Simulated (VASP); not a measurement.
# PbF2 (Pnma) in VASP: notebook

Aim: see how the results for PbF2 move with the level of theory and the settings. Levels: PBE, r2SCAN. Tasks: electric field gradients.

Everything below comes from runs of VASP 6.6.1. Logs are shortened: lines on timing, memory, paths and dates and some standing lists are left out, and cuts for length are marked.

## Step 1: The cell of the first run

The structure is orthorhombic, space group Pnma (No. 62). The conventional cell has a = 6.440 Å, b = 3.899 Å, c = 7.651 Å, α = 90.00°, β = 90.00°, γ = 90.00°. Pb (site symmetry m) has 9 F at 2.41 to 3.03 Å within 3.2 Å. Within 3.2 Å of F (site symmetry m) lie 4 Pb at 2.45 to 2.64 Å and 8 F at 2.81 to 3.20 Å. Within 3.2 Å of F (site symmetry m) lie 5 Pb at 2.41 to 3.03 Å and 8 F at 2.96 to 3.20 Å.

## Step 2: Electric field gradients, PBE

Input file INCAR:

```
PREC = Accurate
ENCUT = 520
EDIFF = 1E-8
ISMEAR = -1
SIGMA = 0.02
LREAL = False
LASPH = True
NELM = 60
ALGO = Normal
ISIF = 2
LWAVE = False
LCHARG = False
GGA = PE
LEFG = True
NBANDS = 68
```

Input file KPOINTS:

```
regular mesh
0
Gamma
  3 5 3
```

Input file POSCAR:

```
PbF2
1.0
    6.4400000000      0.0000000000      0.0000000000
    0.0000000000      3.8990000000      0.0000000000
    0.0000000000      0.0000000000      7.6510000000
Pb F
4 8
Direct
    0.2527000000      0.2500000000      0.1042000000
    0.2473000000      0.7500000000      0.6042000000
    0.7527000000      0.2500000000      0.3958000000
    0.7473000000      0.7500000000      0.8958000000
    0.8623000000      0.2500000000      0.0631000000
    0.6377000000      0.7500000000      0.5631000000
    0.3623000000      0.2500000000      0.4369000000
    0.1377000000      0.7500000000      0.9369000000
    0.4662000000      0.2500000000      0.8457000000
    0.0338000000      0.7500000000      0.3457000000
    0.9662000000      0.2500000000      0.6543000000
    0.5338000000      0.7500000000      0.1543000000
```

Potentials or basis: VASP PAW PBE potentials, release 64 (Pb_d, F).

Started as:

```console
$ cat potpaw_PBE.64/Pb_d/POTCAR potpaw_PBE.64/F/POTCAR > POTCAR
$ mpirun -np 1 vasp_std > vasp.out
```

OUTCAR:

```text
PREC = Accurate
   ENCUT = 520
   EDIFF = 1E-8
   ISMEAR = -1
   LREAL = False
   LASPH = True
   NELM = 60
   ISIF = 2
   GGA = PE

 ion  position               nearest neighbor table
   1  0.253  0.250  0.104-   9 2.41   8 2.45   8 2.45   5 2.53   7 2.64  12 2.69  12 2.69   3 3.92
                             3 3.92   4 4.06   4 4.06   4 4.12   4 4.12
   2  0.247  0.750  0.604-  10 2.41   7 2.45   7 2.45   6 2.53   8 2.64  11 2.69  11 2.69   4 3.92
                             4 3.92   3 4.06   3 4.06   3 4.12   3 4.12
   3  0.753  0.250  0.396-  11 2.41   6 2.45   6 2.45   7 2.53   5 2.64  10 2.69  10 2.69   1 3.92
                             1 3.92   2 4.06   2 4.06   2 4.12   2 4.12
   4  0.747  0.750  0.896-  12 2.41   5 2.45   5 2.45   8 2.53   6 2.64   9 2.69   9 2.69   2 3.92
                             2 3.92   1 4.06   1 4.06   1 4.12   1 4.12
   5  0.862  0.250  0.063-   4 2.45   4 2.45   1 2.53   3 2.64
   6  0.638  0.750  0.563-   3 2.45   3 2.45   2 2.53   4 2.64
   7  0.362  0.250  0.437-   2 2.45   2 2.45   3 2.53   1 2.64
   8  0.138  0.750  0.937-   1 2.45   1 2.45   4 2.53   2 2.64
   9  0.466  0.250  0.846-   1 2.41   4 2.69   4 2.69
  10  0.034  0.750  0.346-   2 2.41   3 2.69   3 2.69
  11  0.966  0.250  0.654-   3 2.41   2 2.69   2 2.69
  12  0.534  0.750  0.154-   4 2.41   1 2.69   1 2.69

  LATTYP: Found a simple orthorhombic cell.
 ALAT       =     3.8990000000
 B/A-ratio  =     1.6517055655
 C/A-ratio  =     1.9622980251

  Lattice vectors:

 A1 = (   0.0000000000,  -3.8990000000,   0.0000000000)
 A2 = (   6.4400000000,   0.0000000000,   0.0000000000)
 A3 = (   0.0000000000,   0.0000000000,   7.6510000000)

Analysis of symmetry for initial positions (statically):
=====================================================================
 Subroutine PRICEL returns:
 Original cell was already a primitive cell.

 Routine SETGRP: Setting up the symmetry group for a
 simple orthorhombic supercell.

 Subroutine GETGRP returns: Found  8 space group operations
 (whereof  2 operations were pure point group operations)
 out of a pool of  8 trial point group operations.

The static configuration has the point symmetry S_2 .
 The point group associated with its full space group is D_2h.

Analysis of symmetry for dynamics (positions and initial velocities):
=====================================================================
 Subroutine PRICEL returns:
 Original cell was already a primitive cell.

 Routine SETGRP: Setting up the symmetry group for a
 simple orthorhombic supercell.

 Subroutine GETGRP returns: Found  8 space group operations
 (whereof  2 operations were pure point group operations)
 out of a pool of  8 trial point group operations.

The dynamic configuration has the point symmetry S_2 .
 The point group associated with its full space group is D_2h.

 Subroutine INISYM returns: Found  8 space group operations
 (whereof  2 operations are pure point group operations),
 and found     1 'primitive' translations

----------------------------------------------------------------------------------------

                                     Primitive cell

  volume of cell :     192.1132

  direct lattice vectors                    reciprocal lattice vectors
     6.440000000  0.000000000  0.000000000     0.155279503  0.000000000  0.000000000
     0.000000000  3.899000000  0.000000000     0.000000000  0.256476019  0.000000000
     0.000000000  0.000000000  7.651000000     0.000000000  0.000000000  0.130701869

  length of vectors
     6.440000000  3.899000000  7.651000000     0.155279503  0.256476019  0.130701869

  position of ions in fractional coordinates (direct lattice)
     0.252700000  0.250000000  0.104200000
     0.247300000  0.750000000  0.604200000
     0.752700000  0.250000000  0.395800000
     0.747300000  0.750000000  0.895800000
     0.862300000  0.250000000  0.063100000
     0.637700000  0.750000000  0.563100000
     0.362300000  0.250000000  0.436900000
     0.137700000  0.750000000  0.936900000
     0.466200000  0.250000000  0.845700000
     0.033800000  0.750000000  0.345700000
     0.966200000  0.250000000  0.654300000
[... 102 lines left out ...]
   AEXX    =    0.0000 exact exchange contribution
   IVDW    =     0    specifies the selected vdW correction
   LEPSILON=     F    determine dielectric tensor
   LRPA    =     F    only Hartree local field effects (RPA)
 non-spin polarized calculation
  energy-cutoff  :      520.00
  volume of cell :      192.11
 maximum number of plane-waves:      5192
 NGX is ok and might be reduce to    48
   NGX = 23   NGY = 15   NGZ = 29

 number of electron     111.9999962 magnetization

 Free energy of the ion-electron system (eV)
  ---------------------------------------------------
  ext. energy  EPLUGINS =         0.00000000
  ---------------------------------------------------
  free energy    TOTEN  =       -57.01364036 eV

  energy without entropy =      -57.01364036  energy(sigma->0) =      -57.01364036

 E-fermi :   3.0967     XC(G=0):  -9.9908

 val. band max:        2.6417543954   @ k =   0.0000   0.4000   0.0000
 cond. band min:       7.0010452997   @ k =   0.0000   0.0000   0.0000
 fundamental gap:      4.3592909044
 Fermi energy:         3.0966672148

 k-point     1 :       0.0000    0.0000    0.0000
  band No.  band energies     occupation
      1     -18.8042      2.00000
      2     -18.7046      2.00000
      3     -18.4488      2.00000
      4     -18.4362      2.00000
      5     -18.0466      2.00000
      6     -18.0338      2.00000
[... 841 lines left out ...]
     67      10.3967      0.00000
     68      10.5450      0.00000

------------------------ aborting loop because EDIFF is reached ----------------------------------------

  FORCE on cell =-STRESS in cart. coord.  units (eV):
  Direction    XX          YY          ZZ          XY          YZ          ZX
  --------------------------------------------------------------------------------------
  -------------------------------------------------------------------------------------
  Total        3.4176300      3.2741151      3.6147617     -0.0000000      0.0000000      0.0000000
  in kB       28.5021958     27.3053166     30.1462259     -0.0000000      0.0000000      0.0000000
  external PRESSURE =      28.6512461 kB  Pullay stress =       0.0000000 kB

 VOLUME and BASIS-vectors are now :
 -----------------------------------------------------------------------------
  energy-cutoff  :      520.00
  volume of cell :      192.11
      direct lattice vectors                 reciprocal lattice vectors
     6.440000000  0.000000000  0.000000000     0.155279503  0.000000000  0.000000000
     0.000000000  3.899000000  0.000000000     0.000000000  0.256476019  0.000000000
     0.000000000  0.000000000  7.651000000     0.000000000  0.000000000  0.130701869

 POSITION                                       TOTAL-FORCE (eV/Angst)
 -----------------------------------------------------------------------------------
      1.62739      0.97475      0.79723         0.098812     -0.000000      0.124068
      1.59261      2.92425      4.62273        -0.098812      0.000000      0.124068
      4.84739      0.97475      3.02827         0.098812      0.000000     -0.124068
      4.81261      2.92425      6.85377        -0.098812      0.000000     -0.124068
      5.55321      0.97475      0.48278        -0.030602      0.000000      0.049214
      4.10679      2.92425      4.30828         0.030602      0.000000      0.049214
      2.33321      0.97475      3.34272        -0.030602     -0.000000     -0.049214
      0.88679      2.92425      7.16822         0.030602     -0.000000     -0.049214
      3.00233      0.97475      6.47045         0.088698     -0.000000     -0.084864
      0.21767      2.92425      2.64495        -0.088698      0.000000     -0.084864
      6.22233      0.97475      5.00605         0.088698     -0.000000      0.084864
      3.43767      2.92425      1.18055        -0.088698      0.000000      0.084864
 -----------------------------------------------------------------------------------
    total drift:                                0.000000     -0.000000     -0.000000

  FREE ENERGIE OF THE ION-ELECTRON SYSTEM (eV)
  ---------------------------------------------------
  free  energy   TOTEN  =       -57.0136403595 eV

  energy  without entropy=      -57.0136403595  energy(sigma->0) =      -57.01364036

 Electric field gradients (V/A^2)
---------------------------------------------------------------------
 ion       V_xx      V_yy      V_zz      V_xy      V_xz      V_yz
---------------------------------------------------------------------
   1      23.091    21.306   -44.397     0.000    17.401    -0.000
   2      23.091    21.306   -44.397     0.000   -17.401     0.000
   3      23.091    21.306   -44.397    -0.000   -17.401    -0.000
   4      23.091    21.306   -44.397     0.000    17.401     0.000
   5      -7.496     7.462     0.034     0.000    18.169     0.000
   6      -7.496     7.462     0.034     0.000   -18.169    -0.000
   7      -7.496     7.462     0.034    -0.000   -18.169    -0.000
   8      -7.496     7.462     0.034    -0.000    18.169    -0.000
   9       4.241    -4.779     0.538     0.000   -11.939     0.000
  10       4.241    -4.779     0.538    -0.000    11.939     0.000
  11       4.241    -4.779     0.538     0.000    11.939     0.000
  12       4.241    -4.779     0.538    -0.000   -11.939     0.000
---------------------------------------------------------------------

 Electric field gradients after diagonalization (V/A^2)
 (convention: |V_zz| > |V_xx| > |V_yy|)
----------------------------------------------------------------------
 ion       V_xx      V_yy      V_zz     asymmetry (V_yy - V_xx)/ V_zz
----------------------------------------------------------------------
   1      27.313    21.306   -48.620       0.124
   2      27.313    21.306   -48.620       0.124
   3      27.313    21.306   -48.620       0.124
   4      27.313    21.306   -48.620       0.124
   5      14.824     7.462   -22.286       0.330
   6      14.824     7.462   -22.286       0.330
   7      14.824     7.462   -22.286       0.330
   8      14.824     7.462   -22.286       0.330
   9      -9.692    -4.779    14.471       0.340
  10      -9.692    -4.779    14.471       0.340
  11      -9.692    -4.779    14.471       0.340
  12      -9.692    -4.779    14.471       0.340
----------------------------------------------------------------------

           NMR quadrupolar parameters

 Cq : quadrupolar parameter    Cq=e*Q*V_zz/h
 eta: asymmetry parameters     (V_yy - V_xx)/ V_zz
 Q  : nuclear electric quadrupole moment in mb (millibarn)
----------------------------------------------------------------------
 ion       Cq(MHz)       eta       Q (mb)
----------------------------------------------------------------------
   1      -0.118       0.124       1.000
   2      -0.118       0.124       1.000
   3      -0.118       0.124       1.000
   4      -0.118       0.124       1.000
   5      -0.054       0.330       1.000
   6      -0.054       0.330       1.000
   7      -0.054       0.330       1.000
   8      -0.054       0.330       1.000
   9       0.035       0.340       1.000
  10       0.035       0.340       1.000
  11       0.035       0.340       1.000
  12       0.035       0.340       1.000
----------------------------------------------------------------------
```

Wall time 3 min (1 thread of Intel Xeon Platinum 8488C (Sapphire Rapids), shared host); peak memory 0.33 GiB.

Results:

```yaml
Free_energy: -57.0136 eV
Pressure: 2.9 GPa
Largest_force: 0.159 eV/Å
Band_gap_on_the_k_mesh: 4.36 eV (least direct gap 4.58 eV)
Largest_electric_field_gradient_by_atom: Pb -48.6; F -22.3, +14.5 (each value once) V/Å²
```

Forces in eV/Å, atoms in the order of the input:
```
Pb   0.099  0.000  0.124
Pb  -0.099  0.000  0.124
Pb   0.099  0.000 -0.124
Pb  -0.099  0.000 -0.124
F   -0.031  0.000  0.049
F    0.031  0.000  0.049
F   -0.031  0.000 -0.049
F    0.031  0.000 -0.049
F    0.089  0.000 -0.085
F   -0.089  0.000 -0.085
F    0.089  0.000  0.085
F   -0.089  0.000  0.085
```

Stress tensor (GPa, compression positive):
```
2.85 0.00 0.00
0.00 2.73 0.00
0.00 0.00 3.01
```

Electric field gradients, principal values (V/Å²):
| atom | least | middle | greatest (by size) |
| --- | --- | --- | --- |
| 1 Pb | 21.306 | 27.313 | -48.620 |
| 2 Pb | 21.306 | 27.313 | -48.620 |
| 3 Pb | 21.306 | 27.313 | -48.620 |
| 4 Pb | 21.306 | 27.313 | -48.620 |
| 5 F | 7.462 | 14.824 | -22.286 |
| 6 F | 7.462 | 14.824 | -22.286 |
| 7 F | 7.462 | 14.824 | -22.286 |
| 8 F | 7.462 | 14.824 | -22.286 |
| 9 F | -4.779 | -9.692 | 14.471 |
| 10 F | -4.779 | -9.692 | 14.471 |
| 11 F | -4.779 | -9.692 | 14.471 |
| 12 F | -4.779 | -9.692 | 14.471 |

Caveat: without QUAD_EFG the Cq values of the log hold for a quadrupole moment of 1 mb, not for the nuclei; spin-orbit coupling is left out, which moves the levels of the heavy elements; an odd mesh through Γ misses points on the zone boundary, where band edges can lie. PBE gaps usually lie below the measured ones, often by a third to a half.

(Continued in part 2 of 2.)
